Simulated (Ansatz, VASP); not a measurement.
# One calculation of BiTe5, two programs

```
CELL_PARAMETERS angstrom
0.00000 4.50138 4.50138
4.50138 0.00000 4.50138
4.50138 4.50138 0.00000
ATOMIC_POSITIONS crystal
Bi 0.00000 0.00000 0.00000
Te 0.25000 0.25000 0.25000
Te 0.12618 0.62461 0.62461
Te 0.62461 0.62461 0.62461
Te 0.62461 0.12618 0.62461
Te 0.62461 0.62461 0.12618
```

Change from the starting cell: species swapped into the ZrCu5 type (F-43m, No. 216).

Alike in both runs: functional PBE; k mesh 8 × 8 × 8; occupations gaussian, width 0.1 eV; no spin polarisation.

Ansatz relaxed the structure, and its values are those at the end. VASP's run is a single point on that final structure, the one shown.

```csv
,VASP,Ansatz
version,VASP 6.6.1,Ansatz 0.2.0
potentials or method,"VASP PAW PBE potentials, release 64 (Bi_d, Te), cutoff 520 eV","scalar-relativistic, plane waves, PAW"
valence electrons in the cell,45,95
```

|  | VASP | Ansatz | Ansatz less VASP |
| --- | --- | --- | --- |
| gap on the k mesh at the Fermi level (eV) | none | none | - |
| pressure (GPa) | -0.1 | 0.0 | +0.07 |

A gap of «none» marks a metal or a gap that the smearing closes. The functional is the same, so the differences come from potentials, cutoffs and numerics. VASP's potentials hold 45 valence electrons a cell and Ansatz's 95, so a difference there can come from the potentials and not from the codes.

Spin-orbit coupling is off throughout.
